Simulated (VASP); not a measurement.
Here is a VASP 6.6.1 calculation.

The input INCAR:

```
SYSTEM = Au
ALGO = Normal
EDIFF = 1E-8
ENCUT = 520
GGA = PE
ISIF = 2
ISMEAR = -1
LASPH = .True.
LCHARG = .False.
LEFG = .True.
LREAL = .False.
LWAVE = .False.
NBANDS = 12
NELM = 80
PREC = Accurate
SIGMA = 0.08
```

KPOINTS

```
k-points
0
Gamma
  14 14 14
  0 0 0
```

The input POSCAR:

```
Au
1.0
    0.0000000000      2.0317713984      2.0317713984
    2.0317713984      0.0000000000      2.0317713984
    2.0317713984      2.0317713984      0.0000000000
Au
1
Direct
    0.0000000000      0.0000000000      0.0000000000
```

Potentials or basis: VASP PAW PBE potentials, release 64 (Au).

The run is started by

```console
$ cat potpaw_PBE.64/Au/POTCAR > POTCAR
$ mpirun -np 1 vasp_std > vasp.out
```

Task: Estimate the pressure.

Result: 11.5 GPa.

Caveat: without QUAD_EFG the Cq values of the log hold for a quadrupole moment of 1 mb, not for the nuclei.
